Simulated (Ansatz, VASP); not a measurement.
## Two plane-wave programs on TiO2

```xyz
3
Lattice="0.0000 2.5876 2.5876 2.5876 0.0000 2.5876 2.5876 2.5876 0.0000" Properties=species:S:1:pos:R:3 pbc="T T T"
Ti    0.0000    0.0000    0.0000
O     1.2938    1.2938    1.2938
O     3.8814    3.8814    3.8814
```

Alike in both runs: task single point; functional PBEsol; k mesh 10 × 10 × 10; occupations gaussian, width 0.02 eV; no spin polarisation.

```csv
,VASP,Ansatz
version,VASP 6.6.1,Ansatz 0.2.0
potentials or method,"VASP PAW PBE potentials, release 64 (Ti_sv, O), cutoff 520 eV","scalar-relativistic, plane waves, PAW"
valence electrons in the cell,24,24
```

Ansatz gave:

- gap on the k mesh at the Fermi level (eV): 0.87
- least direct gap on the mesh (eV): 1.32
- pressure (GPa): -38.6

Q: Which values does VASP return?

A: gap on the k mesh at the Fermi level (eV): 0.86; least direct gap on the mesh (eV): 1.31; pressure (GPa): -38.2.

VASP's potentials were made for PBE, not for PBEsol. Both programs put the cell under strong tension, so it lies far from rest at this level.

Noted on VASP's run: the cell as given lies far from equilibrium.
